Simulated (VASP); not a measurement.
# KBr: single point with PBE

The system is KBr.

```
K Br
1.0
     0.00000    3.34978    3.34978
     3.34978    0.00000    3.34978
     3.34978    3.34978    0.00000
K Br
1 1
Direct
  0.00000 0.00000 0.00000
  0.50000 0.50000 0.50000
```

```
Program                : VASP 6.6.1
Task                   : single point
Functional             : PBE
Potentials or basis    : VASP PAW PBE potentials, release 64 (K_sv, Br)
Cutoff                 : 500 eV
k mesh                 : 6 × 6 × 6
Occupations            : gaussian, width 0.02 eV
Spin                   : no spin polarisation
Dipole correction      : no
Further INCAR settings : ALGO = Normal; EDIFF = 1e-06; NBANDS = 15
```

* Pressure: 0.1 GPa
* Band gap on the k mesh: 4.32 eV, direct

Levels at points of the mesh, in eV from the valence-band top:
```tsv
k point	band 4	band 5	band 6	band 7	band 8	band 9	band 10	band 11	band 12	band 13
(0.00, 0.00, 0.00)	-11.35	-11.35	0.00	0.00	0.00	4.32	7.59	7.59	7.59	8.39
(0.50, 0.00, 0.00)	-11.36	-11.12	-1.09	-0.30	-0.30	6.49	8.06	9.64	9.64	9.93
(0.50, 0.50, 0.00)	-11.38	-11.38	-0.77	-0.27	-0.27	5.91	7.03	9.26	9.29	9.51
```

Wall time 32 s on 1 thread of Intel Xeon 8259CL, on a shared host, peak memory 0.21 GiB.

As with any semilocal functional, this PBE gap is likely too small.
